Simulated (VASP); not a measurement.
# TiAl (Amm2) in VASP: a series of runs, part 2 of 2

VASP 6.6.1. Earlier steps stand in the parts before.

## Step 4: Single point, r2SCAN (strain +0.0175 x Voigt [1, 0, 0, 0, 0, 0])

File POSCAR:

```
TiAl
1.0
    2.9174393218      0.0000000000      0.0000000000
   -1.4587196609      2.4831219328      0.0000000000
    0.0000000000      0.0000000000      4.6780830000
Ti Al
1 1
Direct
    0.0000000000      0.0000000000      0.0000000000
    0.3333333333      0.6666666667      0.5000000000
```

File INCAR.step1:

```
SYSTEM = TiAl
  PREC = Accurate
  ENCUT = 520
  ISMEAR = 0
  SIGMA = 0.15
  LREAL = .FALSE.
  LASPH = .TRUE.
  NELM = 80
  NBANDS = 14
  GGA = PE
  ALGO = Normal
  EDIFF = 1E-4
  LWAVE = .TRUE.
  LCHARG = .FALSE.
```

File INCAR.step2:

```
SYSTEM = TiAl
  PREC = Accurate
  ENCUT = 520
  EDIFF = 1E-6
  ISMEAR = 0
  SIGMA = 0.15
  LREAL = .FALSE.
  LASPH = .TRUE.
  NELM = 80
  ALGO = Normal
  ISIF = 2
  LWAVE = .FALSE.
  LCHARG = .TRUE.
  METAGGA = R2SCAN
  LMIXTAU = .TRUE.
  LELF = .TRUE.
  LVHAR = .TRUE.
  NBANDS = 14
  ISTART = 1
```

File KPOINTS:

```
regular mesh
0
G
  18 18 10
  0 0 0
```

Potentials or basis: VASP PAW PBE potentials, release 64 (Ti_sv, Al).

On the command line:

```console
$ cat potpaw_PBE.64/Ti_sv/POTCAR potpaw_PBE.64/Al/POTCAR > POTCAR
$ cp INCAR.step1 INCAR
$ mpirun -np 1 vasp_std > vasp.out
$ cp INCAR.step2 INCAR
$ mpirun -np 1 vasp_std > vasp.out
```

OUTCAR:

```text
SYSTEM = TiAl
   PREC = Accurate
   ENCUT = 520
   EDIFF = 1E-6
   ISMEAR = 0
   LREAL = .FALSE.
   LASPH = .TRUE.
   NELM = 80
   ISIF = 2
   METAGGA = R2SCAN
   ISTART = 1

 ion  position               nearest neighbor table
   1  0.000  0.000  0.000-   2 2.87   2 2.87   2 2.88   2 2.88   2 2.88   2 2.88
   2  0.333  0.667  0.500-   1 2.87   1 2.87   1 2.88   1 2.88   1 2.88   1 2.88

  Warning from LATTYP: Monoclinic adjustment (A1->A3, A2->A1, A3->A2)!
  LATTYP: Found a base centered orthorhombic cell.
 ALAT       =     2.9174393218
 B/A-ratio  =     1.7022612359
 C/A-ratio  =     1.6034893905

  Lattice vectors:

 A1 = (   1.4587196609,  -2.4831219328,   0.0000000000)
 A2 = (   1.4587196609,   2.4831219328,   0.0000000000)
 A3 = (   0.0000000000,   0.0000000000,   4.6780830000)

Analysis of symmetry for initial positions (statically):
=====================================================================
 Subroutine PRICEL returns:
 Original cell was already a primitive cell.

 Routine SETGRP: Setting up the symmetry group for a
 base centered orthorhombic supercell.

 Subroutine GETGRP returns: Found  4 space group operations
 (whereof  4 operations were pure point group operations)
[... 182 lines left out ...]
      9       9.1750      0.00000
     10      10.6079      0.00000
     11      10.6566      0.00000
     12      11.8790      0.00000
     13      20.8686      0.00000
     14      21.3000      0.00000
[... 377 lines left out ...]
      1     -51.2058      2.00000
      2     -26.4785      2.00000
      3     -26.3984      2.00000
      4     -26.1822      2.00000
      5      -0.0775      2.00000
      6       5.9115      2.00000
      7       6.5889      2.00000
      8       7.9107      0.01707
      9      10.2164      0.00000
     10      10.2844      0.00000
     11      11.0780      0.00000
     12      12.0468      0.00000
     13      13.5677      0.00000
     14      16.5892      0.00000

 [... further k-points ...]

------------------------ aborting loop because EDIFF is reached ----------------------------------------

  FORCE on cell =-STRESS in cart. coord.  units (eV):
  Direction    XX          YY          ZZ          XY          YZ          ZX
  --------------------------------------------------------------------------------------
  -------------------------------------------------------------------------------------
  Total       -0.6971017     -0.3546185     -0.6941033      0.0000000      0.0000000      0.0000000
  in kB      -32.9563345    -16.7650248    -32.8145824      0.0000000      0.0000000      0.0000000
  external PRESSURE =     -27.5119806 kB  Pullay stress =       0.0000000 kB

 VOLUME and BASIS-vectors are now :
 -----------------------------------------------------------------------------
  energy-cutoff  :      520.00
  volume of cell :       33.89
      direct lattice vectors                 reciprocal lattice vectors
     2.917439322  0.000000000  0.000000000     0.342766341  0.201359423  0.000000000
    -1.458719661  2.483121933  0.000000000     0.000000000  0.402718846  0.000000000
     0.000000000  0.000000000  4.678083000     0.000000000  0.000000000  0.213762774

 POSITION                                       TOTAL-FORCE (eV/Angst)
 -----------------------------------------------------------------------------------
      0.00000      0.00000      0.00000         0.000000     -0.059267      0.000000
     -0.00000      1.65541      2.33904         0.000000      0.059267      0.000000
 -----------------------------------------------------------------------------------
    total drift:                               -0.000002      0.000642      0.000000

  FREE ENERGIE OF THE ION-ELECTRON SYSTEM (eV)
  ---------------------------------------------------
  free  energy   TOTEN  =       -20.2404198251 eV

  energy  without entropy=      -20.2142983672  energy(sigma->0) =      -20.22735910
```

OSZICAR.step1:

```text
N       E                     dE             d eps       ncg     rms          rms(c)
DAV:   1     0.999485628959E+02    0.99949E+02   -0.70990E+03 15312   0.108E+03
DAV:   2    -0.773332426422E+01   -0.10768E+03   -0.10357E+03 15840   0.297E+02
DAV:   3    -0.134898813070E+02   -0.57566E+01   -0.56230E+01 23366   0.662E+01
DAV:   4    -0.136587970026E+02   -0.16892E+00   -0.16862E+00 17134   0.101E+01
DAV:   5    -0.136654000507E+02   -0.66030E-02   -0.66024E-02 23088   0.189E+00    0.909E+00
DAV:   6    -0.124171678399E+02    0.12482E+01   -0.63852E+00 17338   0.303E+01    0.385E+00
DAV:   7    -0.121231633199E+02    0.29400E+00   -0.82853E-01 16818   0.104E+01    0.193E+00
DAV:   8    -0.121006613587E+02    0.22502E-01   -0.18143E-01 17130   0.488E+00    0.879E-01
DAV:   9    -0.120986271889E+02    0.20342E-02   -0.64486E-02 16568   0.354E+00    0.486E-01
DAV:  10    -0.120945088075E+02    0.41184E-02   -0.10466E-02 16718   0.131E+00    0.602E-02
DAV:  11    -0.120945860652E+02   -0.77258E-04   -0.94856E-04 21186   0.292E-01
   1 F= -.12094586E+02 E0= -.12080190E+02  d E =-.287916E-01
```

Run time: 9.3 min. Hardware: 1 thread of Intel Xeon Platinum 8488C (Sapphire Rapids), shared host; peak memory 0.38 GiB.

Results:

| Quantity | Value |
| --- | --- |
| Free energy | -20.2404 eV |
| Pressure | -2.8 GPa |
| Largest force | 0.059 eV/Å |

Forces in eV/Å, atoms in the order of the input:
```
Ti   0.000 -0.059  0.000
Al   0.000  0.059  0.000
```

Stress tensor (GPa, compression positive):
```
-3.30  0.00  0.00
 0.00 -1.68  0.00
 0.00  0.00 -3.28
```

Levels at points of the mesh, in eV from the Fermi level:
```tsv
k point	band 6	band 7	band 8	band 9	band 10	band 11
(0.00, 0.00, 0.00)	-2.38	-2.01	1.29	1.52	2.95	3.00
(0.50, 0.00, 0.00)	-3.07	-1.51	-0.97	2.34	4.05	4.20
(0.00, 0.50, 0.00)	-2.90	-1.46	-0.95	2.23	4.10	4.20
(0.00, 0.00, 0.50)	-5.57	-0.37	1.30	1.53	2.87	2.92
(0.50, 0.00, 0.50)	-2.59	-1.87	0.30	1.03	2.13	3.22
(0.00, 0.50, 0.50)	-2.45	-1.87	0.47	1.10	1.99	3.29
```

Caveat: the cell differs from its parent crystal (strain +0.0175 x Voigt [1, 0, 0, 0, 0, 0]); the PAW data sets were made with another functional, which shifts forces and pressure a little.

## Step 5: Single point, r2SCAN (strain +0.0200 x Voigt [1, 0, 0, 0, 0, 0])

File POSCAR:

```
TiAl
1.0
    2.9246074773      0.0000000000      0.0000000000
   -1.4623037386      2.4831219328      0.0000000000
    0.0000000000      0.0000000000      4.6780830000
Ti Al
1 1
Direct
    0.0000000000      0.0000000000      0.0000000000
    0.3333333333      0.6666666667      0.5000000000
```

File INCAR.step1:

```
PREC     = Accurate       # precision mode
ENCUT    = 520            # plane-wave cutoff, eV
ISMEAR   = 0              # smearing method
SIGMA    = 0.15           # smearing width, eV
LREAL    = F              # projectors in reciprocal space
LASPH    = T              # aspherical terms in the spheres
NELM     = 80             # most SCF steps
NBANDS   = 14             # bands
GGA      = PE             # functional
ALGO     = Normal         # electronic algorithm
EDIFF    = 1E-4           # SCF threshold, eV
LWAVE    = T              # write WAVECAR
LCHARG   = F              # write CHGCAR
```

File INCAR.step2:

```
PREC     = Accurate       # precision mode
ENCUT    = 520            # plane-wave cutoff, eV
EDIFF    = 1E-6           # SCF threshold, eV
ISMEAR   = 0              # smearing method
SIGMA    = 0.15           # smearing width, eV
LREAL    = F              # projectors in reciprocal space
LASPH    = T              # aspherical terms in the spheres
NELM     = 80             # most SCF steps
ALGO     = Normal         # electronic algorithm
ISIF     = 2              # what is computed and relaxed
LWAVE    = F              # write WAVECAR
LCHARG   = T              # write CHGCAR
METAGGA  = R2SCAN         # meta-GGA
LMIXTAU  = T            
LELF     = T              # ELF
LVHAR    = T            
NBANDS   = 14             # bands
ISTART   = 1
```

File KPOINTS:

```
regular mesh
0
Gamma
  18 18 10
```

On the command line:

```console
$ cat potpaw_PBE.64/Ti_sv/POTCAR potpaw_PBE.64/Al/POTCAR > POTCAR
$ cp INCAR.step1 INCAR
$ mpirun -np 1 vasp_std > vasp.out
$ cp INCAR.step2 INCAR
$ mpirun -np 1 vasp_std > vasp.out
```

Wall time 9.8 min (1 thread of Intel Xeon Platinum 8488C (Sapphire Rapids), shared host); peak memory 0.38 GiB.

It converged, with:

| Property | Result |
| --- | --- |
| Free energy | -20.2386 eV |
| Pressure | -3.0 GPa |
| Largest force | 0.067 eV/Å |

Forces in eV/Å, atoms in the order of the input:
```
Ti   0.000 -0.067  0.000
Al   0.000  0.067  0.000
```

Stress tensor (GPa, compression positive):
```
-3.68  0.00  0.00
 0.00 -1.85  0.00
 0.00  0.00 -3.43
```

Levels at points of the mesh, in eV from the Fermi level:
```csv
k point,band 4,band 5,band 6,band 7,band 8,band 9,band 10,band 11,band 12,band 13
"(0.00, 0.00, 0.00)",-33.78,-9.34,-2.37,-2.00,1.27,1.53,2.93,2.99,4.22,13.15
"(0.50, 0.00, 0.00)",-33.90,-3.92,-3.08,-1.50,-0.96,2.33,4.03,4.20,4.23,5.46
"(0.00, 0.50, 0.00)",-33.93,-3.80,-2.88,-1.45,-0.94,2.21,4.08,4.19,4.38,5.68
"(0.00, 0.00, 0.50)",-33.78,-8.40,-5.57,-0.36,1.28,1.54,2.85,2.91,7.19,11.47
"(0.50, 0.00, 0.50)",-33.90,-3.81,-2.59,-1.87,0.29,1.03,2.13,3.22,4.04,6.61
"(0.00, 0.50, 0.50)",-33.93,-3.69,-2.43,-1.86,0.48,1.11,1.97,3.30,4.08,6.74
```

Caveat: the cell differs from its parent crystal (strain +0.0200 x Voigt [1, 0, 0, 0, 0, 0]); the PAW data sets were made with another functional, which shifts forces and pressure a little.

## Step 6: Summary

| cell | gap on the mesh (eV) | pressure (GPa) | largest force (eV/Å) |
| --- | --- | --- | --- |
| a = 2.839, b = 2.860, c = 4.678 Å, angles 90.0, 90.0, 119.8°, 2 atoms | none | 0.1 | 0.03 |
| a = 2.910, b = 2.878, c = 4.678 Å, angles 90.0, 90.0, 120.4°, 2 atoms | none | -2.5 | 0.05 |
| a = 2.917, b = 2.880, c = 4.678 Å, angles 90.0, 90.0, 120.4°, 2 atoms | none | -2.8 | 0.06 |
| a = 2.925, b = 2.882, c = 4.678 Å, angles 90.0, 90.0, 120.5°, 2 atoms | none | -3.0 | 0.07 |

Alike in all rows: task single point; level r2SCAN; potentials or basis VASP PAW PBE potentials, release 64 (Ti_sv, Al); no spin polarisation; k mesh 18 × 18 × 10; cutoff (eV) 520; smearing gaussian 0.15 eV.

Caveats: the PAW data sets were made with another functional, which shifts forces and pressure a little.

Total energies depend on the potentials used, so only differences within one code and one set of settings carry meaning.
